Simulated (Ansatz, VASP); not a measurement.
## Ge: VASP beside Ansatz

File INCAR:

```
ALGO = Normal
DIPOL = 0.5 0.5 0.500
EDIFF = 1E-7
ENCUT = 520
GGA = PE
IDIPOL = 3
ISIF = 2
ISMEAR = 0
LASPH = True
LCHARG = False
LDIPOL = True
LREAL = False
LWAVE = False
NBANDS = 81
NELM = 100
PREC = Accurate
SIGMA = 0.1
```

KPOINTS

```
k-points
0
Gamma
  9 9 1
```

The input POSCAR:

```
Ge
1.0
    4.0581567077      0.0000000000      0.0000000000
   -2.0290783538      3.5144668014      0.0000000000
    0.0000000000      0.0000000000     29.2255198820
Ge
10
Direct
    0.6666666667      0.3333333333      0.2566250329
    0.3333333333      0.6666666667      0.2853828958
    0.3333333333      0.6666666667      0.3711230507
    0.6666666667      0.3333333333      0.3998809136
    0.6666666667      0.3333333333      0.4856210685
    0.3333333333      0.6666666667      0.5143789315
    0.3333333333      0.6666666667      0.6001190864
    0.6666666667      0.3333333333      0.6288769493
    0.6666666667      0.3333333333      0.7146171042
    0.3333333333      0.6666666667      0.7433749671
```

Input for Ansatz:

```yaml
crystal:
  lattice:
    - [4.0581567077, 0.0, 0.0]
    - [-2.0290783538, 3.5144668014, 0.0]
    - [0.0, 0.0, 29.225519882]
  atoms:
    - { symbol: Ge, position: [0.6666666667, 0.3333333333, 0.2566250329] }
    - { symbol: Ge, position: [0.3333333333, 0.6666666667, 0.2853828958] }
    - { symbol: Ge, position: [0.3333333333, 0.6666666667, 0.3711230507] }
    - { symbol: Ge, position: [0.6666666667, 0.3333333333, 0.3998809136] }
    - { symbol: Ge, position: [0.6666666667, 0.3333333333, 0.4856210685] }
    - { symbol: Ge, position: [0.3333333333, 0.6666666667, 0.5143789315] }
    - { symbol: Ge, position: [0.3333333333, 0.6666666667, 0.6001190864] }
    - { symbol: Ge, position: [0.6666666667, 0.3333333333, 0.6288769493] }
    - { symbol: Ge, position: [0.6666666667, 0.3333333333, 0.7146171042] }
    - { symbol: Ge, position: [0.3333333333, 0.6666666667, 0.7433749671] }
basis:
  ecutwfc: 420
kpoints:
  mp_grid: { grid: [9, 9, 1] }
hamiltonian:
  xc: pbe
scf:
  occupations: { method: gaussian, width: 0.1 }
output:
  forces: true
  stress: true
  eigenvalues: true
efield:
  axis: 3
  dipole_correction: true
  ramp_width: 0.04
```

Alike in both runs: task single point; functional PBE; k mesh 9 × 9 × 1; occupations gaussian, width 0.1 eV; no spin polarisation.

|  | VASP | Ansatz |
| --- | --- | --- |
| version | VASP 6.6.1 | Ansatz 0.2.0 |
| potentials or method | VASP PAW PBE potentials, release 64 (Ge_d), cutoff 520 eV | scalar-relativistic, plane waves, PAW |
| valence electrons in the cell | 140 | 140 |

|  | VASP | Ansatz | Ansatz less VASP |
| --- | --- | --- | --- |
| gap on the k mesh at the Fermi level (eV) | none | none | - |
| rms of the force components (eV/Å) | 0.069 | 0.069 | -0.0004 |

Atom by atom the forces differ by 0.001 eV/Å (rms over components). A gap of «none» marks a metal or a gap that the smearing closes.
